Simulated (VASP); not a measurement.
Input of a VASP 6.6.1 run:

The input POSCAR:

```
Ti2C3
1.0
    2.8719770454      0.0000000000      0.0000000000
   -1.4359885227      2.4872050804      0.0000000000
    0.0000000000      0.0000000000      6.3300530017
Ti C
2 3
Direct
    0.3333333333      0.6666666667      0.1901739260
    0.6666666667      0.3333333333      0.8098260740
    0.0000000000      0.0000000000      0.0000000000
    0.3333333333      0.6666666667      0.5412266670
    0.6666666667      0.3333333333      0.4587733330
```

INCAR.step1

```
  ALGO = Normal
  EDIFF = 1E-4
  ENCUT = 520
  GGA = PE
  ISMEAR = 0
  LASPH = T
  LCHARG = F
  LREAL = F
  LWAVE = T
  NBANDS = 26
  NELM = 100
  PREC = Accurate
  SIGMA = 0.1
```

Contents of INCAR.step2:

```
  ALGO = Normal
  EDIFF = 1E-6
  ENCUT = 520
  ISIF = 2
  ISMEAR = 0
  ISTART = 1
  LASPH = T
  LCHARG = T
  LELF = T
  LMIXTAU = T
  LREAL = F
  LVHAR = T
  LWAVE = F
  METAGGA = R2SCAN
  NBANDS = 26
  NELM = 100
  PREC = Accurate
  SIGMA = 0.1
```

KPOINTS

```
k-points
0
Gamma
  6 6 4
```

Potentials or basis: VASP PAW PBE potentials, release 64 (Ti_sv, C).

Run with:

```console
$ cat potpaw_PBE.64/Ti_sv/POTCAR potpaw_PBE.64/C/POTCAR > POTCAR
$ cp INCAR.step1 INCAR
$ mpirun -np 1 vasp_std > vasp.out
$ cp INCAR.step2 INCAR
$ mpirun -np 1 vasp_std > vasp.out
```

Question: What does it give for the band gap on the k mesh?

Answer: Zero (band 18 reaches 11.58 eV, above the bottom of band 19 at 10.91 eV).

Question: Estimate the pressure.

Answer: 1.1 GPa.

Question: Estimate the largest force.

Answer: 0.032 eV/Å.

Forces on the atoms (eV/Å):
```
Ti   0.000  0.000  0.032
Ti   0.000  0.000 -0.032
C    0.000  0.000  0.000
C    0.000  0.000  0.020
C    0.000  0.000 -0.020
```

Caveat: the k points lie up to 0.42 Å⁻¹ apart; the PAW data sets were made with another functional, which shifts forces and pressure a little.
